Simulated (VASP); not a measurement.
A run of VASP 6.6.1 is set up as follows.

Contents of INCAR:

```
  PREC = Accurate
  ENCUT = 520
  EDIFF = 1E-6
  ISMEAR = 0
  SIGMA = 0.1
  LREAL = False
  LASPH = True
  NELM = 60
  ALGO = Normal
  ISIF = 2
  LWAVE = False
  LCHARG = False
  GGA = PE
  NBANDS = 19
```

Contents of KPOINTS:

```
regular mesh
0
Gamma
  4 4 4
```

POSCAR

```
Al4Pt
1.0
   -2.6549847700      2.6549847700      2.6549847700
    2.6549847700     -2.6549847700      2.6549847700
    2.6549847700      2.6549847700     -2.6549847700
Al Pt
4 1
Direct
    0.5000000000      0.5000000000      0.5000000000
    0.5000000000      0.0000000000      0.0000000000
    0.0000000000      0.0000000000      0.5000000000
    0.0000000000      0.5000000000      0.0000000000
    0.0000000000      0.0000000000      0.0000000000
```

Potentials or basis: VASP PAW PBE potentials, release 64 (Al, Pt).

Command:

```sh
$ cat potpaw_PBE.64/Al/POTCAR potpaw_PBE.64/Pt/POTCAR > POTCAR
$ mpirun -np 1 vasp_std > vasp.out
```

(1) Estimate the pressure.

(2) Predict the band gap on the k mesh.

Answers

(1) 46.0 GPa.

(2) zero (band 11 reaches 11.75 eV, above the bottom of band 12 at 8.33 eV).

Caveat: the k points lie up to 0.42 Å⁻¹ apart; spin-orbit coupling is left out, which moves the levels of the heavy elements.
